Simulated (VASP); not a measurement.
Here is a VASP 6.6.1 calculation.

The input INCAR:

```
SYSTEM = Y
ALGO     = Normal         ! electronic algorithm
EDIFF    = 1E-7           ! SCF threshold, eV
ENCUT    = 520            ! plane-wave cutoff, eV
GGA      = PS             ! functional
ISIF     = 2              ! what is computed and relaxed
ISMEAR   = -1             ! smearing method
LASPH    = .True.         ! aspherical terms in the spheres
LCHARG   = .False.        ! write CHGCAR
LREAL    = .False.        ! projectors in reciprocal space
LWAVE    = .False.        ! write WAVECAR
NBANDS   = 30             ! bands
NELM     = 100            ! most SCF steps
PREC     = Accurate       ! precision mode
SIGMA    = 0.1            ! smearing width, eV
```

Contents of KPOINTS:

```
k-points
0
Gamma
  12 12 3
  0 0 0
```

File POSCAR:

```
Y
1.0
    3.3962411457      0.0000000000      0.0000000000
   -1.6981205729      2.9412311096      0.0000000000
    0.0000000000      0.0000000000     10.9128985751
Y
4
Direct
    0.0000000000      0.0000000000      0.0000000000
    0.0000000000      0.0000000000      0.5000000000
    0.3333333333      0.6666666667      0.2500000000
    0.6666666667      0.3333333333      0.7500000000
```

Potentials or basis: VASP PAW PBE potentials, release 64 (Y_sv).

The run is started by

```console
$ cat potpaw_PBE.64/Y_sv/POTCAR > POTCAR
$ mpirun -np 1 vasp_std > vasp.out
```

Question: What does it give for the pressure?

Answer: 6.2 GPa.

Question: Predict the band gap on the k mesh.

Answer: Zero (band 22 reaches 5.01 eV, above the bottom of band 23 at 3.47 eV).

Stress tensor (GPa, compression positive):
```
6.17 0.00 0.00
0.00 6.17 0.00
0.00 0.00 6.33
```

Caveat: the PAW data sets were made with another functional, which shifts forces and pressure a little.
